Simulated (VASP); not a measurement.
# MgS (Cm) in VASP: single point with PBE

Aim: the single point of MgS with PBE.

All numbers are computed with VASP 6.6.1; they aren't measurements. Logs are shortened: lines on timing, memory, paths and dates and some standing lists are left out, and cuts for length are marked.

**1. The cell of the first run**

It takes space group Cm (No. 8, monoclinic). Conventional cell: a = 7.203 Å, b = 4.043 Å, c = 6.924 Å, α = 90.00°, β = 91.95°, γ = 90.00°. Mg (site symmetry m) has 4 S at 2.43 to 2.74 Å within 3.2 Å. Mg (site symmetry m) has 3 S at 2.15 to 2.51 Å within 2.8 Å. S (site symmetry m) has 4 Mg at 2.15 to 2.68 Å within 2.8 Å. Within 3.3 Å of S (site symmetry m) lie 4 Mg at 2.51 to 3.02 Å.

**2. Single point, PBE (strained and its atoms moved)**

INCAR reads:

```
SYSTEM = MgS
ALGO     = Normal         ! electronic algorithm
EDIFF    = 1E-6           ! SCF threshold, eV
ENCUT    = 520            ! plane-wave cutoff, eV
GGA      = PE             ! functional
ISIF     = 2              ! what is computed and relaxed
ISMEAR   = 0              ! smearing method
LASPH    = .True.         ! aspherical terms in the spheres
LCHARG   = .False.        ! write CHGCAR
LREAL    = .False.        ! projectors in reciprocal space
LWAVE    = .False.        ! write WAVECAR
NBANDS   = 16             ! bands
NELM     = 60             ! most SCF steps
PREC     = Accurate       ! precision mode
SIGMA    = 0.02           ! smearing width, eV
```

KPOINTS reads:

```
k-points
0
Gamma
  6 6 4
  0 0 0
```

POSCAR reads:

```
MgS
1.0
    4.0430951139      0.0000000000      0.0000000000
   -2.0215475569      3.6010045153      0.0627537756
    0.0000000000      0.1155240035      6.9233998406
Mg S
2 2
Direct
    0.6632443359      0.3264886618      0.4775118519
    0.3168748822      0.6337497744      1.0459720525
    0.3139345605      0.6278691309      0.3570182399
    0.7059462215      0.4118924329      0.8694958556
```

Potentials or basis: VASP PAW PBE potentials, release 64 (Mg, S).

Started as:

```bash
> cat potpaw_PBE.64/Mg/POTCAR potpaw_PBE.64/S/POTCAR > POTCAR
> mpirun -np 1 vasp_std > vasp.out
```

OUTCAR:

```text
SYSTEM = MgS
   EDIFF = 1E-6
   ENCUT = 520
   GGA = PE
   ISIF = 2
   ISMEAR = 0
   LASPH = .True.
   LREAL = .False.
   NELM = 60
   PREC = Accurate

 ion  position               nearest neighbor table
   1  0.663  0.326  0.478-   3 2.43   3 2.43   3 2.68   4 2.74
   2  0.317  0.634  0.046-   3 2.15   4 2.51   4 2.51   4 3.02
   3  0.314  0.628  0.357-   2 2.15   1 2.43   1 2.43   1 2.68
   4  0.706  0.412  0.869-   2 2.51   2 2.51   1 2.74   2 3.02

  LATTYP: Found a base centered monoclinic cell.
 ALAT       =     7.2031025414
 B/A-ratio  =     0.5612991195
 C/A-ratio  =     0.9613029319
 COS(beta)  =    -0.0341028380

  Lattice vectors:

 A1 = (  -2.0215475570,  -3.6010045153,  -0.0627537756)
 A2 = (   2.0215475569,  -3.6010045153,  -0.0627537756)
 A3 = (   0.0000000000,   0.1155240035,   6.9233998406)

Analysis of symmetry for initial positions (statically):
=====================================================================
 Subroutine PRICEL returns:
 Original cell was already a primitive cell.

 Routine SETGRP: Setting up the symmetry group for a
 base centered monoclinic supercell.

 Subroutine GETGRP returns: Found  2 space group operations
 (whereof  2 operations were pure point group operations)
 out of a pool of  4 trial point group operations.

The static configuration has the point symmetry C_1h.

Analysis of symmetry for dynamics (positions and initial velocities):
=====================================================================
 Subroutine PRICEL returns:
 Original cell was already a primitive cell.

 Routine SETGRP: Setting up the symmetry group for a
 base centered monoclinic supercell.

 Subroutine GETGRP returns: Found  2 space group operations
 (whereof  2 operations were pure point group operations)
 out of a pool of  4 trial point group operations.

The dynamic configuration has the point symmetry C_1h.

 Subroutine INISYM returns: Found  2 space group operations
 (whereof  2 operations are pure point group operations),
 and found     1 'primitive' translations

----------------------------------------------------------------------------------------

                                     Primitive cell

  volume of cell :     100.7699

  direct lattice vectors                    reciprocal lattice vectors
     4.043095114  0.000000000  0.000000000     0.247335265  0.138890532 -0.002317531
    -2.021547557  3.601004515  0.062753776     0.000000000  0.277781065 -0.004635061
     0.000000000  0.115524003  6.923399841     0.000000000 -0.002517811  0.144479720

  length of vectors
     4.043095114  4.130112115  6.924363592     0.283673552  0.277819732  0.144501657

  position of ions in fractional coordinates (direct lattice)
     0.663244336  0.326488662  0.477511852
     0.316874882  0.633749774  0.045972052
     0.313934561  0.627869131  0.357018240
     0.705946221  0.411892433  0.869495856

  ion indices of the primitive-cell ions
   primitive index   ion index
                 1           1
                 2           2
                 3           3
                 4           4

----------------------------------------------------------------------------------------

 KPOINTS: k-points

Automatic generation of k-mesh.
 Grid dimensions read from file:
 generate k-points for:    6    6    4

 Generating k-lattice:

  Cartesian coordinates                     Fractional coordinates (reciprocal lattice)
     0.041222544  0.023148422 -0.000386255     0.166666667  0.000000000 -0.000000000
     0.000000000  0.046296844 -0.000772510     0.000000000  0.166666667  0.000000000
     0.000000000 -0.000629453  0.036119930     0.000000000  0.000000000  0.250000000

  Length of vectors
     0.047278925  0.046303289  0.036125414

  Shift w.r.t. Gamma in fractional coordinates (k-lattice)
     0.000000000  0.000000000  0.000000000

 Subroutine IBZKPT returns following result:
 ===========================================

 Found     47 irreducible k-points:

 Following reciprocal coordinates:
            Coordinates               Weight
  0.000000  0.000000  0.000000      1.000000
  0.166667  0.000000 -0.000000      4.000000
  0.333333  0.000000 -0.000000      4.000000
  0.500000  0.000000  0.000000      2.000000
  0.000000  0.166667 -0.000000      2.000000
  0.166667  0.166667 -0.000000      4.000000
[... 16 lines left out ...]
  0.500000  0.166667  0.250000      4.000000
 -0.333333  0.166667  0.250000      4.000000
 [... further k-points ...]
   k-points           NKPTS =     47   k-points in BZ     NKDIM =     47   number of bands    NBANDS=     16
   number of dos      NEDOS =    301   number of ions     NIONS =      4
   total plane-waves  NPLWV =  51840
   dimension x,y,z NGX =    30 NGY =   32 NGZ =   54
   dimension x,y,z NGXF=    60 NGYF=   64 NGZF=  108
   ions per type =               2   2
   NGX,Y,Z   is equivalent  to a cutoff of  12.34, 12.88, 12.96 a.u.
   NGXF,Y,Z  is equivalent  to a cutoff of  24.67, 25.76, 25.93 a.u.
 SYSTEM =  MgS
   PREC   = accura    normal or accurate (medium, high low for compatibility)
   ISTART =      0    job   : 0-new  1-cont  2-samecut
   ICHARG =      2    charge: 1-file 2-atom 10-const
   ISPIN  =      1    spin polarized calculation?
   LNONCOLLINEAR =      F non collinear calculations
   LSORBIT =      F    spin-orbit coupling
   LASPH  =      T    aspherical Exc in radial PAW
   ENCUT  =  520.0 eV  38.22 Ry    6.18 a.u.   7.52  7.68 12.87*2*pi/ulx,y,z
   NELM   =     60;   NELMIN=  2; NELMDL= -5     # of ELM steps
   EDIFF  = 0.1E-05   stopping-criterion for ELM
   LREAL  =      F    real-space projection
   EDIFFG = 0.1E-04   stopping-criterion for IOM
   NSW    =      0    number of steps for IOM
   IBRION =     -1    ionic relax: 0-MD 1-quasi-New 2-CG
   NFREE  =      0    steps in history (QN), initial steepest desc. (CG)
   ISIF   =      2    stress and relaxation
   ISYM   =      2    0-nonsym 1-usesym 2-fastsym
   POTIM  = 0.5000    time-step for ionic-motion
   TEBEG  =    0.0;   TEEND  =   0.0 temperature during run
   PSTRESS=    0.0 pullay stress
   NELECT =      16.0000    total number of electrons
   NUPDOWN=      -1.0000    fix difference up-down
   EMIN   =  10.00;   EMAX   =-10.00  energy-range for DOS
   EFERMI =   0.00;   METHOD = LEGACY
   ISMEAR =     0;   SIGMA  =   0.02  broadening in eV -4-tet -1-fermi 0-gaus
   EFERMI_NEDOS =   21; number of points for ismear=-14 and -15
   IALGO  =     38    algorithm
   IMIX   =      4    mixing-type and parameters
     AMIX     =   0.40;   BMIX     =  1.00
     AMIX_MAG =   1.60;   BMIX_MAG =  1.00
  volume/ion in A,a.u.               =      25.19       170.01
  Fermi-wavevector in a.u.,A,eV,Ry     =   0.886485  1.675213 10.692208  0.785855
  Thomas-Fermi vector in A             =   2.007657
   LORBIT       =      0    0 simple, 1 ext, 2 COOP (PROOUT), +10 PAW based schemes
   GGA     = PE    functional components
   LHFCALC =     F    Hartree Fock is set to
   AEXX    =    0.0000 exact exchange contribution
   IVDW    =     0    specifies the selected vdW correction
   LEPSILON=     F    determine dielectric tensor
   LRPA    =     F    only Hartree local field effects (RPA)
 non-spin polarized calculation
 Gauss-broadening in eV      SIGMA  =   0.02
  energy-cutoff  :      520.00
  volume of cell :      100.77
 maximum number of plane-waves:      2736
   NGX = 15   NGY = 15   NGZ = 25

 number of electron      16.0000000 magnetization

 Free energy of the ion-electron system (eV)
  ---------------------------------------------------
  ext. energy  EPLUGINS =         0.00000000
  ---------------------------------------------------
  free energy    TOTEN  =       -15.91583857 eV

  energy without entropy =      -15.91583857  energy(sigma->0) =      -15.91583857

 E-fermi :   1.7248     XC(G=0):  -7.9828

 val. band max:        1.6102650501   @ k =   0.0000   0.0000   0.5000
 cond. band min:       3.1269048824   @ k =   0.0000   0.0000   0.0000
 fundamental gap:      1.5166398322
 Fermi energy:         1.7247655994

 k-point     1 :       0.0000    0.0000    0.0000
  band No.  band energies     occupation
      1     -11.3087      2.00000
      2      -9.3384      2.00000
      3      -2.7758      2.00000
      4      -0.7312      2.00000
      5      -0.5366      2.00000
      6       0.3246      2.00000
[... 8 lines left out ...]
     15       9.0131      0.00000
     16       9.0703      0.00000

 k-point     2 :       0.1667    0.0000   -0.0000
  band No.  band energies     occupation
      1     -11.2121      2.00000
      2      -9.2573      2.00000
      3      -2.5912      2.00000
      4      -1.4128      2.00000
      5      -0.7182      2.00000
      6       0.2554      2.00000
[... 8 lines left out ...]
     15       8.7564      0.00000
     16       9.0542      0.00000

 k-point     3 :       0.3333    0.0000   -0.0000
  band No.  band energies     occupation
      1     -11.0036      2.00000
      2      -9.0860      2.00000
      3      -2.4941      2.00000
      4      -2.0819      2.00000
      5      -0.9842      2.00000
      6      -0.5581      2.00000
[... 8 lines left out ...]
     15       8.7559      0.00000
     16       9.9672      0.00000

 k-point     4 :       0.5000    0.0000    0.0000
  band No.  band energies     occupation
      1     -10.8901      2.00000
      2      -8.9955      2.00000
      3      -2.9076      2.00000
      4      -1.7815      2.00000
      5      -1.1087      2.00000
      6      -0.9618      2.00000
[... 8 lines left out ...]
     15       9.0633      0.00000
     16      10.9128      0.00000

 k-point     5 :       0.0000    0.1667   -0.0000
  band No.  band energies     occupation
      1     -11.2231      2.00000
      2      -9.2661      2.00000
      3      -2.6167      2.00000
      4      -1.2839      2.00000
      5      -0.8478      2.00000
      6       0.2989      2.00000
[... 8 lines left out ...]
     15       8.8312      0.00000
     16       9.0280      0.00000

 k-point     6 :       0.1667    0.1667   -0.0000
  band No.  band energies     occupation
      1     -11.0761      2.00000
      2      -9.1438      2.00000
      3      -2.3364      2.00000
      4      -1.9887      2.00000
      5      -1.1991      2.00000
      6      -0.0004      2.00000
[... 8 lines left out ...]
     15       9.1555      0.00000
     16       9.5854      0.00000
[... 267 lines left out ...]
 k-point    21 :       0.1667    0.1667    0.2500
  band No.  band energies     occupation
      1     -11.0700      2.00000
      2      -9.1577      2.00000
      3      -2.2879      2.00000
      4      -1.9551      2.00000
      5      -1.1877      2.00000
      6      -0.2098      2.00000
[... 8 lines left out ...]
     15       8.8923      0.00000
     16       9.4180      0.00000

 k-point    22 :       0.3333    0.1667    0.2500
  band No.  band energies     occupation
      1     -10.9028      2.00000
      2      -9.0063      2.00000
      3      -2.7285      2.00000
      4      -1.9033      2.00000
      5      -1.5360      2.00000
      6      -0.5574      2.00000
[... 8 lines left out ...]
     15       9.0964      0.00000
     16      10.2652      0.00000

 k-point    23 :       0.5000    0.1667    0.2500
  band No.  band energies     occupation
      1     -10.8902      2.00000
      2      -8.9944      2.00000
      3      -2.8196      2.00000
      4      -1.9381      2.00000
      5      -1.4409      2.00000
      6      -0.5516      2.00000
[... 8 lines left out ...]
     15       9.5106      0.00000
     16      10.0265      0.00000

 k-point    24 :      -0.3333    0.1667    0.2500
  band No.  band energies     occupation
      1     -11.0470      2.00000
      2      -9.1358      2.00000
      3      -2.3940      2.00000
      4      -2.0472      2.00000
      5      -0.9962      2.00000
      6      -0.3208      2.00000
[... 8 lines left out ...]
     15       9.0592      0.00000
     16       9.5066      0.00000

 [... further k-points ...]

------------------------ aborting loop because EDIFF is reached ----------------------------------------

  FORCE on cell =-STRESS in cart. coord.  units (eV):
  Direction    XX          YY          ZZ          XY          YZ          ZX
  --------------------------------------------------------------------------------------
  -------------------------------------------------------------------------------------
  Total       -0.3195676     -2.6802676      1.3090411     -0.0000000     -0.4890247     -0.0000000
  in kB       -5.0809219    -42.6145596     20.8129260     -0.0000000     -7.7751838     -0.0000000
  external PRESSURE =      -8.9608518 kB  Pullay stress =       0.0000000 kB

 VOLUME and BASIS-vectors are now :
 -----------------------------------------------------------------------------
  energy-cutoff  :      520.00
  volume of cell :      100.77
      direct lattice vectors                 reciprocal lattice vectors
     4.043095114  0.000000000  0.000000000     0.247335265  0.138890532 -0.002317531
    -2.021547557  3.601004515  0.062753776     0.000000000  0.277781065 -0.004635061
     0.000000000  0.115524003  6.923399841     0.000000000 -0.002517811  0.144479720

 POSITION                                       TOTAL-FORCE (eV/Angst)
 -----------------------------------------------------------------------------------
      2.02155      1.23085      3.32649        -0.000000     -0.393334      1.121072
     -0.00000      2.28745      0.35805         0.000000      0.327268     -4.105718
     -0.00000      2.30220      2.51118         0.000000      0.600604      2.818189
      2.02155      1.58367      6.04572        -0.000000     -0.534538      0.166456
 -----------------------------------------------------------------------------------
    total drift:                                0.000000      0.000158      0.000032

  FREE ENERGIE OF THE ION-ELECTRON SYSTEM (eV)
  ---------------------------------------------------
  free  energy   TOTEN  =       -15.9158385670 eV

  energy  without entropy=      -15.9158385670  energy(sigma->0) =      -15.91583857
```

Wall time 95 s (1 thread of AMD EPYC 7R13, shared host); peak memory 0.22 GiB.

Results:

```
Free energy            : -15.9158 eV
Pressure               : -0.9 GPa
Largest force          : 4.119 eV/Å
Band gap on the k mesh : 1.52 eV
```

Forces in eV/Å, atoms in the order of the input:
```
Mg   0.000 -0.393  1.121
Mg   0.000  0.327 -4.106
S    0.000  0.601  2.818
S    0.000 -0.535  0.166
```

Levels at points of the mesh, in eV from the valence-band top:
| k point | band 4 | band 5 | band 6 | band 7 | band 8 | band 9 | band 10 | band 11 | band 12 | band 13 |
| --- | --- | --- | --- | --- | --- | --- | --- | --- | --- | --- |
| (0.00, 0.00, 0.00) | -2.34 | -2.15 | -1.29 | -0.40 | 0.00 | 1.52 | 3.79 | 5.75 | 6.17 | 6.20 |
| (0.50, 0.00, 0.00) | -3.39 | -2.72 | -2.57 | -1.79 | -0.55 | 3.18 | 4.13 | 4.70 | 5.69 | 6.38 |
| (0.00, 0.50, 0.00) | -3.59 | -2.77 | -2.15 | -1.42 | -0.77 | 3.03 | 3.21 | 4.60 | 6.20 | 6.38 |
| (0.00, 0.00, 0.50) | -2.42 | -2.33 | -2.14 | -0.43 | 0.00 | 2.70 | 3.80 | 5.36 | 5.76 | 6.20 |
| (0.50, 0.00, 0.50) | -3.71 | -2.70 | -2.05 | -1.40 | -0.58 | 2.86 | 2.99 | 4.90 | 5.45 | 6.99 |
| (0.00, 0.50, 0.50) | -3.48 | -2.75 | -2.14 | -1.52 | -0.84 | 3.30 | 3.42 | 4.75 | 5.40 | 7.01 |

Caveat: the cell differs from its parent crystal (strained and its atoms moved); forces of over 1 eV/Å act on the atoms, so gaps and moduli don't describe the material at rest.
